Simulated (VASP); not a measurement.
# Ga (P6/mmm) in VASP: single point with PBE

Aim: the single point of Ga with PBE.

Everything below comes from runs of VASP 6.6.1. Logs are shortened: lines on timing, memory, paths and dates and some standing lists are left out, and cuts for length are marked.

### 1 The cell of the first run

Symmetry: P6/mmm, No. 191, hexagonal system. Conventional cell: a = 2.335 Å, b = 2.335 Å, c = 2.257 Å, α = 90.00°, β = 90.00°, γ = 120.00°. Ga (site symmetry 6/mmm) has 8 Ga at 2.26 to 2.33 Å within 3.0 Å.

This isn't the form of Ga at room conditions, which is orthorhombic.

### 2 Single point, PBE (10.66 Å³/atom)

Input file POSCAR:

```
Ga
1.0
    2.3349176698      0.0000000000      0.0000000000
   -1.1674588349      2.0220980178      0.0000000000
    0.0000000000      0.0000000000      2.2573550916
Ga
1
Direct
    0.0000000000      0.0000000000      0.0000000000
```

Input file INCAR.step1:

```
PREC = Accurate
ENCUT = 520
EDIFF = 1E-7
ISMEAR = -1
SIGMA = 0.05
LREAL = False
LASPH = True
NELM = 100
ALGO = Normal
ISIF = 2
LWAVE = False
LCHARG = True
GGA = PE
NBANDS = 12
```

Input file KPOINTS.step1:

```
regular mesh
0
Gamma
  17 17 15
```

Input file INCAR.step2:

```
PREC = Accurate
ENCUT = 520
EDIFF = 1E-7
ISMEAR = -5
SIGMA = 0.05
LREAL = False
LASPH = True
NELM = 100
ALGO = Normal
ISIF = 2
LWAVE = False
LCHARG = False
GGA = PE
LORBIT = 11
NBANDS = 12
NEDOS = 2001
ICHARG = 11
```

Input file KPOINTS.step2:

```
regular mesh
0
Gamma
  26 26 23
```

Potentials or basis: VASP PAW PBE potentials, release 64 (Ga_d).

The run is started by

```bash
$ cat potpaw_PBE.64/Ga_d/POTCAR > POTCAR
$ cp INCAR.step1 INCAR
$ cp KPOINTS.step1 KPOINTS
$ mpirun -np 1 vasp_std > vasp.out
$ cp INCAR.step2 INCAR
$ cp KPOINTS.step2 KPOINTS
$ mpirun -np 1 vasp_std > vasp.out
```

OUTCAR:

```text
PREC = Accurate
   ENCUT = 520
   EDIFF = 1E-7
   ISMEAR = -5
   LREAL = False
   LASPH = True
   NELM = 100
   ISIF = 2
   GGA = PE
   LORBIT = 11
   ICHARG = 11

 ion  position               nearest neighbor table
   1  0.000  0.000  0.000-

  LATTYP: Found a hexagonal cell.
 ALAT       =     2.3349176698
 C/A-ratio  =     0.9667814505

  Lattice vectors:

 A1 = (   2.3349176698,   0.0000000000,   0.0000000000)
 A2 = (  -1.1674588349,   2.0220980178,   0.0000000000)
 A3 = (   0.0000000000,   0.0000000000,   2.2573550916)

Analysis of symmetry for initial positions (statically):
=====================================================================
 Subroutine PRICEL returns:
 Original cell was already a primitive cell.

 Routine SETGRP: Setting up the symmetry group for a
 hexagonal supercell.

 Subroutine GETGRP returns: Found 24 space group operations
 (whereof 24 operations were pure point group operations)
 out of a pool of 24 trial point group operations.

The static configuration has the point symmetry D_6h.

Analysis of symmetry for dynamics (positions and initial velocities):
=====================================================================
 Subroutine PRICEL returns:
 Original cell was already a primitive cell.

 Routine SETGRP: Setting up the symmetry group for a
 hexagonal supercell.

 Subroutine GETGRP returns: Found 24 space group operations
 (whereof 24 operations were pure point group operations)
 out of a pool of 24 trial point group operations.

The dynamic configuration has the point symmetry D_6h.

 Subroutine INISYM returns: Found 24 space group operations
 (whereof 24 operations are pure point group operations),
 and found     1 'primitive' translations

----------------------------------------------------------------------------------------

                                     Primitive cell

  volume of cell :      10.6579

  direct lattice vectors                    reciprocal lattice vectors
     2.334917670  0.000000000  0.000000000     0.428280625  0.247267934  0.000000000
    -1.167458835  2.022098018  0.000000000     0.000000000  0.494535869  0.000000000
     0.000000000  0.000000000  2.257355092     0.000000000  0.000000000  0.442996321

  length of vectors
     2.334917670  2.334917670  2.257355092     0.494535869  0.494535869  0.442996321

  position of ions in fractional coordinates (direct lattice)
     0.000000000  0.000000000  0.000000000
[... 88 lines left out ...]
   PSTRESS=    0.0 pullay stress
   NELECT =      13.0000    total number of electrons
   NUPDOWN=      -1.0000    fix difference up-down
   EMIN   =  10.00;   EMAX   =-10.00  energy-range for DOS
   EFERMI =   0.00;   METHOD = LEGACY
   ISMEAR =    -5;   SIGMA  =   0.05  broadening in eV -4-tet -1-fermi 0-gaus
   EFERMI_NEDOS =   21; number of points for ismear=-14 and -15
   IALGO  =     38    algorithm
   IMIX   =      4    mixing-type and parameters
     AMIX     =   0.40;   BMIX     =  1.00
     AMIX_MAG =   1.60;   BMIX_MAG =  1.00
  volume/ion in A,a.u.               =      10.66        71.92
  Fermi-wavevector in a.u.,A,eV,Ry     =   1.749167  3.305447 41.628207  3.059587
  Thomas-Fermi vector in A             =   2.820133
   LORBIT       =     11    0 simple, 1 ext, 2 COOP (PROOUT), +10 PAW based schemes
   GGA     = PE    functional components
   LHFCALC =     F    Hartree Fock is set to
   AEXX    =    0.0000 exact exchange contribution
   IVDW    =     0    specifies the selected vdW correction
   LEPSILON=     F    determine dielectric tensor
   LRPA    =     F    only Hartree local field effects (RPA)
 non-spin polarized calculation
 Fermi weights with tetrahedron method with Bloechl corrections
  energy-cutoff  :      520.00
  volume of cell :       10.66
 maximum number of plane-waves:       308
 NGX is ok and might be reduce to    18

 number of electron      13.0000004 magnetization

 Free energy of the ion-electron system (eV)
  ---------------------------------------------------
  ext. energy  EPLUGINS =         0.00000000
  ---------------------------------------------------
  free energy    TOTEN  =        -0.88830442 eV

  energy without entropy =       -0.88830442  energy(sigma->0) =       -0.88830442

 E-fermi :  12.3072     XC(G=0): -14.1685

 val. band max:       12.4754213888   @ k =   0.2692   0.2692   0.0870
 cond. band min:      12.1819560738   @ k =   0.3462   0.3077   0.3478
 fundamental gap:     -0.2934653150
 Fermi energy:        12.3072391362

 k-point     1 :       0.0000    0.0000    0.0000
  band No.  band energies     occupation
      1      -4.7719      2.00000
      2      -4.0888      2.00000
      3      -3.8518      2.00000
      4      -3.8518      2.00000
      5      -2.9118      2.00000
      6      -2.9118      2.00000
      7      24.6029      0.00000
      8      28.8449      0.00000
      9      31.6557      0.00000
     10      31.6557      0.00000
     11      32.1323      0.00000
     12      35.3493      0.00000
[... 331 lines left out ...]
 k-point    24 :       0.3846    0.0385    0.0000
  band No.  band energies     occupation
      1      -4.6355      2.00000
      2      -4.2135      2.00000
      3      -3.4060      2.00000
      4      -3.0218      2.00000
      5      -2.9222      2.00000
      6       2.5166      2.00000
      7      10.3855      2.00000
      8      22.2230      0.00000
      9      28.3452      0.00000
     10      31.5980      0.00000
     11      33.3806      0.00000
     12      39.9846      0.00000

 [... further k-points ...]

------------------------ aborting loop because EDIFF is reached ----------------------------------------

  FORCE on cell =-STRESS in cart. coord.  units (eV):
  Direction    XX          YY          ZZ          XY          YZ          ZX
  --------------------------------------------------------------------------------------
  -------------------------------------------------------------------------------------
  Total        8.4962971      8.4962971      8.4694888      0.0000000     -0.0000000      0.0000000
  in kB     1277.2226660   1277.2226660   1273.1926594      0.0000000     -0.0000000      0.0000000
  external PRESSURE =    1275.8793305 kB  Pullay stress =       0.0000000 kB

 VOLUME and BASIS-vectors are now :
 -----------------------------------------------------------------------------
  energy-cutoff  :      520.00
  volume of cell :       10.66
      direct lattice vectors                 reciprocal lattice vectors
     2.334917670  0.000000000  0.000000000     0.428280625  0.247267934  0.000000000
    -1.167458835  2.022098018  0.000000000     0.000000000  0.494535869  0.000000000
     0.000000000  0.000000000  2.257355092     0.000000000  0.000000000  0.442996321

 POSITION                                       TOTAL-FORCE (eV/Angst)
 -----------------------------------------------------------------------------------
      0.00000      0.00000      0.00000         0.000000      0.000000      0.000000
 -----------------------------------------------------------------------------------
    total drift:                                0.000000      0.000000      0.000000

  FREE ENERGIE OF THE ION-ELECTRON SYSTEM (eV)
  ---------------------------------------------------
  free  energy   TOTEN  =        -0.8883044233 eV

  energy  without entropy=       -0.8883044233  energy(sigma->0) =       -0.88830442

 total charge

# of ion       s       p       d       tot
------------------------------------------
    1        1.048   1.215  10.124  12.388
```

OUTCAR.step1:

```text
PREC = Accurate
   ENCUT = 520
   EDIFF = 1E-7
   ISMEAR = -1
   LREAL = False
[... 577 lines left out ...]

 POSITION                                       TOTAL-FORCE (eV/Angst)
 -----------------------------------------------------------------------------------
      0.00000      0.00000      0.00000         0.000000      0.000000      0.000000
 -----------------------------------------------------------------------------------
    total drift:                                0.000000      0.000000      0.000000

  FREE ENERGIE OF THE ION-ELECTRON SYSTEM (eV)
  ---------------------------------------------------
  free  energy   TOTEN  =        -0.8923536174 eV

  energy  without entropy=       -0.8891806432  energy(sigma->0) =       -0.89076713
```

OSZICAR.step1:

```text
N       E                     dE             d eps       ncg     rms          rms(c)
DAV:   1     0.381967527763E+02    0.38197E+02   -0.64878E+03  7680   0.220E+03
DAV:   2     0.294713829018E+00   -0.37902E+02   -0.36255E+02  6612   0.248E+02
DAV:   3    -0.955595678092E+00   -0.12503E+01   -0.12468E+01  7312   0.393E+01
DAV:   4    -0.962460838558E+00   -0.68652E-02   -0.68645E-02  7196   0.285E+00
DAV:   5    -0.962515929840E+00   -0.55091E-04   -0.55090E-04  7480   0.246E-01    0.211E+00
DAV:   6    -0.915503920848E+00    0.47012E-01   -0.85599E-02  7680   0.853E+00    0.105E+00
DAV:   7    -0.894737147151E+00    0.20767E-01   -0.18023E-02  7900   0.335E+00    0.226E-01
DAV:   8    -0.892357001214E+00    0.23801E-02   -0.26074E-03  7488   0.101E+00    0.216E-02
DAV:   9    -0.892361825710E+00   -0.48245E-05   -0.23333E-05  7284   0.659E-02    0.100E-02
DAV:  10    -0.892354465971E+00    0.73597E-05   -0.12194E-06  7736   0.168E-02    0.161E-03
DAV:  11    -0.892353636650E+00    0.82932E-06   -0.17657E-07  5180   0.942E-03    0.172E-04
DAV:  12    -0.892353617355E+00    0.19295E-07   -0.81490E-09  4324   0.150E-03
   1 F= -.89235362E+00 E0= -.89076713E+00  d E =-.317297E-02
```

Run time: 1.7 min. Hardware: 1 thread of Intel Xeon 8259CL, shared host; peak memory 0.24 GiB.

Results:

```yaml
Valence_electrons_inside_the_program's_atomic_spheres: Ga 12.39
```

Levels at points of the mesh, in eV from the Fermi level:
```
           k point  band 2  band 3  band 4  band 5  band 6  band 7  band 8  band 9  band 10  band 11
(0.00, 0.00, 0.00)  -16.40  -16.16  -16.16  -15.22  -15.22   12.30   16.54   19.35    19.35    19.83
(0.50, 0.00, 0.00)  -16.49  -15.76  -15.33  -15.11   -7.33   -5.10   10.23   15.08    21.41    21.67
```

Caveat: tetrahedron occupations give inexact forces and stress in metals.
